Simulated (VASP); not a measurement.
# Cl (Cmce) in VASP: a series of runs

The runs below take Cl through single point, with PBE+D3(BJ).

Everything below comes from runs of VASP 6.6.1. Logs are shortened: lines on timing, memory, paths and dates and some standing lists are left out, and cuts for length are marked.

**1. The cell of the first run**

Symmetry: Cmce, No. 64, orthorhombic system. The conventional cell has a = 6.517 Å, b = 4.023 Å, c = 8.456 Å, α = 90.00°, β = 90.00°, γ = 90.00°. Cl (site symmetry m) has 1 Cl at 2.06 Å within 2.7 Å.

**2. Single point, PBE+D3(BJ) (uniaxial strain along c: +4.5 %)**

Input file INCAR:

```
SYSTEM = Cl
PREC = Accurate
ENCUT = 520
EDIFF = 1E-7
ISMEAR = 0
SIGMA = 0.02
LREAL = .FALSE.
LASPH = .TRUE.
NELM = 80
ALGO = Normal
ISIF = 2
LWAVE = .FALSE.
LCHARG = .TRUE.
GGA = PE
IVDW = 12
LELF = .TRUE.
LVHAR = .TRUE.
NBANDS = 38
```

Input file KPOINTS:

```
regular mesh
0
G
  4 8 4
  0 0 0
```

Input file POSCAR:

```
Cl
1.0
    6.5173063532      0.0000000000      0.0000000000
    0.0000000000      4.0230072928      0.0000000000
    0.0000000000      0.0000000000      8.4563441007
Cl
8
Direct
    0.5000000000      0.3822789439      0.1080718807
    0.5000000000      0.8822789439      0.3919281193
    0.5000000000      0.6177210561      0.8919281193
    0.5000000000      0.1177210561      0.6080718807
    0.0000000000      0.8822789439      0.1080718807
    0.0000000000      0.3822789439      0.3919281193
    0.0000000000      0.1177210561      0.8919281193
    0.0000000000      0.6177210561      0.6080718807
```

Potentials or basis: VASP PAW PBE potentials, release 64 (Cl).

On the command line:

```sh
cat potpaw_PBE.64/Cl/POTCAR > POTCAR
mpirun -np 1 vasp_std > vasp.out
```

OUTCAR:

```text
SYSTEM = Cl
   PREC = Accurate
   ENCUT = 520
   EDIFF = 1E-7
   ISMEAR = 0
   LREAL = .FALSE.
   LASPH = .TRUE.
   NELM = 80
   ISIF = 2
   GGA = PE
   IVDW = 12
 IVDW          = 12

 ion  position               nearest neighbor table
   1  0.500  0.382  0.108-   3 2.06
   2  0.500  0.882  0.392-   4 2.06
   3  0.500  0.618  0.892-   1 2.06
   4  0.500  0.118  0.608-   2 2.06
   5  0.000  0.882  0.108-   7 2.06
   6  0.000  0.382  0.392-   8 2.06
   7  0.000  0.118  0.892-   5 2.06
   8  0.000  0.618  0.608-   6 2.06

  LATTYP: Found a simple orthorhombic cell.
 ALAT       =     4.0230072928
 B/A-ratio  =     1.6200085853
 C/A-ratio  =     2.1019957174

  Lattice vectors:

 A1 = (   0.0000000000,  -4.0230072928,   0.0000000000)
 A2 = (   6.5173063532,   0.0000000000,   0.0000000000)
 A3 = (   0.0000000000,   0.0000000000,   8.4563441007)

Analysis of symmetry for initial positions (statically):
=====================================================================
 Subroutine PRICEL returns following result:

  LATTYP: Found a base centered orthorhombic cell.
 ALAT       =     4.0230072928
 B/A-ratio  =     1.6200085853
 C/A-ratio  =     2.1019957174

  Lattice vectors:

 A1 = (  -3.2586531766,  -2.0115036464,   0.0000000000)
 A2 = (   3.2586531766,  -2.0115036464,   0.0000000000)
 A3 = (   0.0000000000,   0.0000000000,   8.4563441007)

   2 primitive cells build up your supercell.

 Routine SETGRP: Setting up the symmetry group for a
 simple orthorhombic supercell.

 Subroutine GETGRP returns: Found  8 space group operations
 (whereof  4 operations were pure point group operations)
 out of a pool of  8 trial point group operations.

The static configuration has the point symmetry C_2h.
 The point group associated with its full space group is D_2h.

Analysis of symmetry for dynamics (positions and initial velocities):
=====================================================================
 Subroutine PRICEL returns following result:

  LATTYP: Found a base centered orthorhombic cell.
 ALAT       =     4.0230072928
 B/A-ratio  =     1.6200085853
 C/A-ratio  =     2.1019957174

  Lattice vectors:

 A1 = (  -3.2586531766,  -2.0115036464,   0.0000000000)
 A2 = (   3.2586531766,  -2.0115036464,   0.0000000000)
 A3 = (   0.0000000000,   0.0000000000,   8.4563441007)

   2 primitive cells build up your supercell.

 Routine SETGRP: Setting up the symmetry group for a
 simple orthorhombic supercell.

 Subroutine GETGRP returns: Found  8 space group operations
 (whereof  4 operations were pure point group operations)
 out of a pool of  8 trial point group operations.

The dynamic configuration has the point symmetry C_2h.
 The point group associated with its full space group is D_2h.

 Subroutine INISYM returns: Found  8 space group operations
 (whereof  4 operations are pure point group operations),
 and found     2 'primitive' translations

----------------------------------------------------------------------------------------

                                     Primitive cell

  volume of cell :     110.8592

  direct lattice vectors                    reciprocal lattice vectors
    -3.258653177 -2.011503646  0.000000000    -0.153437624 -0.248570268  0.000000000
     3.258653177 -2.011503646  0.000000000     0.153437624 -0.248570268  0.000000000
     0.000000000  0.000000000  8.456344101     0.000000000  0.000000000  0.118254412

  length of vectors
     3.829486577  3.829486577  8.456344101     0.292113475  0.292113475  0.118254412

  position of ions in fractional coordinates (direct lattice)
     0.117721056  0.117721056  0.108071881
     0.617721056  0.617721056  0.391928119
     0.882278944  0.882278944  0.891928119
     0.382278944  0.382278944  0.608071881

  ion indices of the primitive-cell ions
   primitive index   ion index
                 1           1
                 2           2
                 3           3
                 4           4

----------------------------------------------------------------------------------------

 KPOINTS: regular mesh

Automatic generation of k-mesh.
 Grid dimensions read from file:
 generate k-points for:    4    8    4

 Generating k-lattice:

  Cartesian coordinates                     Fractional coordinates (reciprocal lattice)
     0.038359406  0.000000000  0.000000000     0.250000000  0.000000000  0.000000000
     0.000000000  0.031071283  0.000000000     0.000000000  0.125000000  0.000000000
     0.000000000  0.000000000  0.029563603     0.000000000  0.000000000  0.250000000

  Length of vectors
     0.038359406  0.031071283  0.029563603

  Shift w.r.t. Gamma in fractional coordinates (k-lattice)
     0.000000000  0.000000000  0.000000000

 Subroutine IBZKPT returns following result:
 ===========================================

 Found     45 irreducible k-points:

 Following reciprocal coordinates:
            Coordinates               Weight
  0.000000  0.000000  0.000000      1.000000
[... 32 lines left out ...]
   NFREE  =      0    steps in history (QN), initial steepest desc. (CG)
   ISIF   =      2    stress and relaxation
   ISYM   =      2    0-nonsym 1-usesym 2-fastsym
   POTIM  = 0.5000    time-step for ionic-motion
   TEBEG  =    0.0;   TEEND  =   0.0 temperature during run
   PSTRESS=    0.0 pullay stress
   NELECT =      56.0000    total number of electrons
   NUPDOWN=      -1.0000    fix difference up-down
   EMIN   =  10.00;   EMAX   =-10.00  energy-range for DOS
   EFERMI =   0.00;   METHOD = LEGACY
   ISMEAR =     0;   SIGMA  =   0.02  broadening in eV -4-tet -1-fermi 0-gaus
   EFERMI_NEDOS =   21; number of points for ismear=-14 and -15
   IALGO  =     38    algorithm
   IMIX   =      4    mixing-type and parameters
     AMIX     =   0.40;   BMIX     =  1.00
     AMIX_MAG =   1.60;   BMIX_MAG =  1.00
  volume/ion in A,a.u.               =      27.71       187.03
  Fermi-wavevector in a.u.,A,eV,Ry     =   1.034833  1.955551 14.570200  1.070880
  Thomas-Fermi vector in A             =   2.169147
   LORBIT       =      0    0 simple, 1 ext, 2 COOP (PROOUT), +10 PAW based schemes
   GGA     = PE    functional components
   LHFCALC =     F    Hartree Fock is set to
   AEXX    =    0.0000 exact exchange contribution
   IVDW    =    12    specifies the selected vdW correction
   LEPSILON=     F    determine dielectric tensor
   LRPA    =     F    only Hartree local field effects (RPA)
 non-spin polarized calculation
 Gauss-broadening in eV      SIGMA  =   0.02
  energy-cutoff  :      520.00
  volume of cell :      221.72
 maximum number of plane-waves:      6020
   NGX = 25   NGY = 15   NGZ = 31

 number of electron      56.0000007 magnetization

 Free energy of the ion-electron system (eV)
  ---------------------------------------------------
  ext. energy  EPLUGINS =         0.00000000
  ---------------------------------------------------
  free energy    TOTEN  =       -14.57230741 eV

  energy without entropy =      -14.57230741  energy(sigma->0) =      -14.57230741

 E-fermi :  -0.0440     XC(G=0):  -7.9663

 val. band max:       -0.2013269928   @ k =   0.0000   0.0000   0.0000
 cond. band min:       1.6813068992   @ k =   0.0000   0.0000   0.0000
 fundamental gap:      1.8826338920
 Fermi energy:        -0.0440164219

 k-point     1 :       0.0000    0.0000    0.0000
  band No.  band energies     occupation
      1     -16.7244      2.00000
      2     -16.5047      2.00000
      3     -16.4172      2.00000
      4     -16.2488      2.00000
      5     -13.2467      2.00000
      6     -13.0295      2.00000
[... 30 lines left out ...]
     37       8.5097      0.00000
     38       8.6669      0.00000

 k-point     2 :       0.2500    0.0000    0.0000
  band No.  band energies     occupation
      1     -16.6934      2.00000
      2     -16.5381      2.00000
      3     -16.3931      2.00000
      4     -16.2741      2.00000
      5     -13.2160      2.00000
      6     -13.0625      2.00000
[... 30 lines left out ...]
     37       8.5901      0.00000
     38       8.7869      0.00000
[... 859 lines left out ...]
     37       9.2662      0.00000
     38       9.5087      0.00000

 k-point    24 :       0.5000    0.2500    0.2500
  band No.  band energies     occupation
      1     -16.5006      2.00000
      2     -16.5006      2.00000
      3     -16.3568      2.00000
      4     -16.3568      2.00000
      5     -12.9715      2.00000
      6     -12.9715      2.00000
[... 30 lines left out ...]
     37       9.3843      0.00000
     38       9.3851      0.00000

 [... further k-points ...]

------------------------ aborting loop because EDIFF is reached ----------------------------------------

 Edisp (eV)   -1.27698

 E8    (eV) :    -0.4292

  FORCE on cell =-STRESS in cart. coord.  units (eV):
  Direction    XX          YY          ZZ          XY          YZ          ZX
  --------------------------------------------------------------------------------------
  -------------------------------------------------------------------------------------
  Total       0.17636    -1.36686    -5.15784     0.00000     0.00000     0.00000
  in kB       1.27441    -9.87719   -37.27148     0.00000     0.00000     0.00000
  external pressure =      -15.29 kB  Pullay stress =        0.00 kB

 VOLUME and BASIS-vectors are now :
 -----------------------------------------------------------------------------
  energy-cutoff  :      520.00
  volume of cell :      221.72
      direct lattice vectors                 reciprocal lattice vectors
     6.517306353  0.000000000  0.000000000     0.153437624  0.000000000  0.000000000
     0.000000000  4.023007293  0.000000000     0.000000000  0.248570268  0.000000000
     0.000000000  0.000000000  8.456344101     0.000000000  0.000000000  0.118254412

 POSITION                                       TOTAL-FORCE (eV/Angst)
 -----------------------------------------------------------------------------------
      3.25865      1.53791      0.91389         0.000000      0.274560     -0.499052
      3.25865      3.54941      3.31428        -0.000000      0.274560      0.499052
      3.25865      2.48510      7.54245         0.000000     -0.274560      0.499052
      3.25865      0.47359      5.14207        -0.000000     -0.274560     -0.499052
      0.00000      3.54941      0.91389         0.000000      0.274560     -0.499052
      0.00000      1.53791      3.31428        -0.000000      0.274560      0.499052
      0.00000      0.47359      7.54245         0.000000     -0.274560      0.499052
      0.00000      2.48510      5.14207        -0.000000     -0.274560     -0.499052
 -----------------------------------------------------------------------------------
    total drift:                                0.000000     -0.000000      0.000000

  FREE ENERGIE OF THE ION-ELECTRON SYSTEM (eV)
  ---------------------------------------------------
  free  energy   TOTEN  =       -15.8492869882 eV

  energy  without entropy=      -15.8492869882  energy(sigma->0) =      -15.84928699
```

Run time: 4.4 min. Hardware: 1 thread of Intel Xeon Platinum 8259CL at 2.50GHz (Skylake/Cascade Lake), shared host; peak memory 0.44 GiB.

What came out:

* Free energy: -15.8493 eV
* Pressure: -1.5 GPa
* Largest force: 0.570 eV/Å
* Band gap on the k mesh: 1.88 eV
* Dispersion energy per atom: -0.160 eV

Forces in eV/Å, atoms in the order of the input:
```
Cl   0.000  0.275 -0.499
Cl   0.000  0.275  0.499
Cl   0.000 -0.275  0.499
Cl   0.000 -0.275 -0.499
Cl   0.000  0.275 -0.499
Cl   0.000  0.275  0.499
Cl   0.000 -0.275  0.499
Cl   0.000 -0.275 -0.499
```

Caveat: the cell differs from its parent crystal (uniaxial strain along c: +4.5 %).

**3. Single point, PBE+D3(BJ) (strain along c alone, the other axes held: +4.5 %, then relaxed in part)**

Input file INCAR:

```
SYSTEM = Cl
PREC = Accurate
ENCUT = 520
EDIFF = 1E-7
ISMEAR = 0
SIGMA = 0.02
LREAL = .FALSE.
LASPH = .TRUE.
NELM = 100
ALGO = Normal
ISIF = 2
LWAVE = .FALSE.
LCHARG = .FALSE.
GGA = PE
IVDW = 12
NBANDS = 38
```

Input file KPOINTS:

```
Automatic mesh
0
G
  4 8 4
  0 0 0
```

Input file POSCAR:

```
Cl
1.0
    6.5914602617      0.0000000000      0.0000000000
    0.0000000000      4.0687806256      0.0000000000
    0.0000000000      0.0000000000      8.4563444672
Cl
8
Direct
    0.5000000000      0.3868831170      0.1067622640
    0.5000000000      0.8868831170      0.3932377360
    0.5000000000      0.6131168830      0.8932377360
    0.5000000000      0.1131168830      0.6067622640
    0.0000000000      0.8868831170      0.1067622640
    0.0000000000      0.3868831170      0.3932377360
    0.0000000000      0.1131168830      0.8932377360
    0.0000000000      0.6131168830      0.6067622640
```

Potentials or basis: VASP PAW PBE potentials, release 64 (Cl).

On the command line:

```sh
cat potpaw_PBE.64/Cl/POTCAR > POTCAR
mpirun -np 1 vasp_std > vasp.out
```

Wall time 4.1 min (1 thread of Intel Xeon Platinum 8375C at 2.90GHz (Ice Lake), shared host); peak memory 0.44 GiB.

The run converged. Its results:

```yaml
Free_energy: -15.8960 eV
Pressure: -0.8 GPa
Largest_force: 0.177 eV/Å
Band_gap_on_the_k_mesh: 2.08 eV
Dispersion_energy_per_atom: -0.155 eV
```

Forces in eV/Å, atoms in the order of the input:
```
Cl   0.000  0.077 -0.160
Cl   0.000  0.077  0.160
Cl   0.000 -0.077  0.160
Cl   0.000 -0.077 -0.160
Cl   0.000  0.077 -0.160
Cl   0.000  0.077  0.160
Cl   0.000 -0.077  0.160
Cl   0.000 -0.077 -0.160
```

Stress tensor (GPa, compression positive):
```
-0.08  0.00  0.00
 0.00 -0.53  0.00
 0.00  0.00 -1.64
```

Levels at points of the mesh, in eV from the valence-band top:
```tsv
k point	band 26	band 27	band 28	band 29	band 30	band 31
(0.00, 0.00, 0.00)	-0.30	-0.17	0.00	2.08	2.20	2.99
(0.50, 0.00, 0.00)	-0.35	-0.15	-0.15	2.17	2.17	3.07
(0.00, 0.50, 0.00)	-0.65	-0.25	-0.25	2.79	2.79	2.88
(0.50, 0.50, 0.00)	-0.32	-0.32	-0.32	2.84	2.84	2.84
(0.00, 0.00, 0.50)	-0.69	-0.08	-0.08	2.58	2.58	2.59
(0.50, 0.00, 0.50)	-0.40	-0.40	-0.40	2.61	2.61	2.61
(0.00, 0.50, 0.50)	-0.32	-0.32	-0.32	2.57	2.57	2.57
(0.50, 0.50, 0.50)	-0.16	-0.16	-0.16	2.57	2.57	2.57
```

Caveat: the cell differs from its parent crystal (strain along c alone, the other axes held: +4.5 %, then relaxed in part).

**4. Single point, PBE+D3(BJ) (uniaxial strain along c: -1.5 %)**

Input file INCAR:

```
SYSTEM = Cl
  PREC = Accurate
  ENCUT = 520
  EDIFF = 1E-7
  ISMEAR = 0
  SIGMA = 0.02
  LREAL = .FALSE.
  LASPH = .TRUE.
  NELM = 80
  ALGO = Normal
  ISIF = 2
  LWAVE = .FALSE.
  LCHARG = .FALSE.
  GGA = PE
  IVDW = 12
  NBANDS = 38
```

KPOINTS is that of step 3.

Input file POSCAR:

```
Cl
1.0
    6.6161782574      0.0000000000      0.0000000000
    0.0000000000      4.0840390090      0.0000000000
    0.0000000000      0.0000000000      7.9708123820
Cl
8
Direct
    0.5000000000      0.3755227787      0.1089019662
    0.5000000000      0.8755227787      0.3910980338
    0.5000000000      0.6244772213      0.8910980338
    0.5000000000      0.1244772213      0.6089019662
    0.0000000000      0.8755227787      0.1089019662
    0.0000000000      0.3755227787      0.3910980338
    0.0000000000      0.1244772213      0.8910980338
    0.0000000000      0.6244772213      0.6089019662
```

On the command line:

```sh
cat potpaw_PBE.64/Cl/POTCAR > POTCAR
mpirun -np 1 vasp_std > vasp.out
```

Wall time 5.1 min (1 thread of Intel Xeon Platinum 8488C (Sapphire Rapids), shared host); peak memory 0.43 GiB.

It converged, with:

```
Free energy                : -15.9099 eV
Pressure                   : 0.5 GPa
Largest force              : 0.140 eV/Å
Band gap on the k mesh     : 2.42 eV
Dispersion energy per atom : -0.164 eV
```

Forces in eV/Å, atoms in the order of the input:
```
Cl   0.000 -0.093  0.104
Cl   0.000 -0.093 -0.104
Cl   0.000  0.093 -0.104
Cl   0.000  0.093  0.104
Cl   0.000 -0.093  0.104
Cl   0.000 -0.093 -0.104
Cl   0.000  0.093 -0.104
Cl   0.000  0.093  0.104
```

Stress tensor (GPa, compression positive):
```
-0.13  0.00  0.00
 0.00  0.43  0.00
 0.00  0.00  1.19
```

Levels at points of the mesh, in eV from the valence-band top:
```tsv
k point	band 26	band 27	band 28	band 29	band 30	band 31
(0.00, 0.00, 0.00)	-0.22	-0.10	0.00	2.42	2.47	3.02
(0.50, 0.00, 0.00)	-0.36	-0.05	-0.05	2.47	2.47	3.11
(0.00, 0.50, 0.00)	-0.62	-0.20	-0.20	3.07	3.07	3.13
(0.50, 0.50, 0.00)	-0.35	-0.35	-0.35	3.10	3.10	3.10
(0.00, 0.00, 0.50)	-0.71	-0.11	-0.11	2.66	2.66	2.71
(0.50, 0.00, 0.50)	-0.36	-0.36	-0.36	2.72	2.72	2.72
(0.00, 0.50, 0.50)	-0.14	-0.14	-0.14	2.80	2.80	2.80
(0.50, 0.50, 0.50)	-0.06	-0.06	-0.06	2.80	2.80	2.80
```

Caveat: the cell differs from its parent crystal (uniaxial strain along c: -1.5 %).

**5. Single point, PBE+D3(BJ) (uniaxial strain along c: -4.5 %, then relaxed in part)**

Input file INCAR:

```
SYSTEM = Cl
PREC = Accurate ; ENCUT = 520
EDIFF = 1E-6 ; ISMEAR = 0
SIGMA = 0.02 ; LREAL = .FALSE.
LASPH = .TRUE. ; NELM = 100
ALGO = Normal ; ISIF = 2
LWAVE = .FALSE. ; LCHARG = .FALSE.
GGA = PE ; IVDW = 12
NBANDS = 38
```

KPOINTS is that of step 4.

Input file POSCAR:

```
Cl
1.0
    6.5605336369      0.0000000000      0.0000000000
    0.0000000000      4.2499741816      0.0000000000
    0.0000000000      0.0000000000      7.7280465226
Cl
8
Direct
    0.5000000000      0.3660982701      0.1089944604
    0.5000000000      0.8660982701      0.3910055396
    0.5000000000      0.6339017299      0.8910055396
    0.5000000000      0.1339017299      0.6089944604
    0.0000000000      0.8660982701      0.1089944604
    0.0000000000      0.3660982701      0.3910055396
    0.0000000000      0.1339017299      0.8910055396
    0.0000000000      0.6339017299      0.6089944604
```

On the command line:

```sh
cat potpaw_PBE.64/Cl/POTCAR > POTCAR
mpirun -np 1 vasp_std > vasp.out
```

It took 5.5 min on 1 thread of Intel Xeon Platinum 8488C (Sapphire Rapids), shared host; peak memory 0.44 GiB.

It converged, with:

- Free energy: -15.8965 eV
- Pressure: -0.2 GPa
- Largest force: 0.172 eV/Å
- Band gap on the k mesh: 2.45 eV
- Dispersion energy per atom: -0.165 eV

Forces on the atoms (eV/Å):
```
Cl   0.000  0.093 -0.145
Cl   0.000  0.093  0.145
Cl   0.000 -0.093  0.145
Cl   0.000 -0.093 -0.145
Cl   0.000  0.093 -0.145
Cl   0.000  0.093  0.145
Cl   0.000 -0.093  0.145
Cl   0.000 -0.093 -0.145
```

Stress tensor (GPa, compression positive):
```
-0.07  0.00  0.00
 0.00 -0.32  0.00
 0.00  0.00 -0.17
```

Levels at points of the mesh, in eV from the valence-band top:
```csv
k point,band 26,band 27,band 28,band 29,band 30,band 31
"(0.00, 0.00, 0.00)",-0.25,-0.13,0.00,2.47,2.49,2.72
"(0.50, 0.00, 0.00)",-0.41,-0.07,-0.07,2.51,2.51,2.82
"(0.00, 0.50, 0.00)",-0.52,-0.18,-0.18,2.91,2.91,2.97
"(0.50, 0.50, 0.00)",-0.37,-0.37,-0.37,2.95,2.95,2.95
"(0.00, 0.00, 0.50)",-0.61,-0.19,-0.19,2.47,2.47,2.54
"(0.50, 0.00, 0.50)",-0.33,-0.33,-0.33,2.54,2.54,2.54
"(0.00, 0.50, 0.50)",-0.08,-0.08,-0.08,2.75,2.75,2.75
"(0.50, 0.50, 0.50)",-0.04,-0.04,-0.04,2.74,2.74,2.74
```

Caveat: the cell differs from its parent crystal (uniaxial strain along c: -4.5 %, then relaxed in part). A k mesh can miss the band edges.

**6. Summary**

| cell | gap on the mesh (eV) | pressure (GPa) | largest force (eV/Å) |
| --- | --- | --- | --- |
| a = 6.517, b = 4.023, c = 8.456 Å, 8 atoms, atomic positions A | 1.88 | -1.5 | 0.57 |
| a = 6.591, b = 4.069, c = 8.456 Å, 8 atoms, atomic positions B | 2.08 | -0.8 | 0.18 |
| a = 6.616, b = 4.084, c = 7.971 Å, 8 atoms, atomic positions C | 2.42 | 0.5 | 0.14 |
| a = 6.561, b = 4.250, c = 7.728 Å, 8 atoms, atomic positions D | 2.45 | -0.2 | 0.17 |

Alike in all rows: task single point; level PBE+D3(BJ); potentials or basis VASP PAW PBE potentials, release 64 (Cl); no spin polarisation; k mesh 4 × 8 × 4; cutoff (eV) 520; smearing gaussian 0.02 eV.

Total energies depend on the potentials used, so only differences within one code and one set of settings carry meaning.
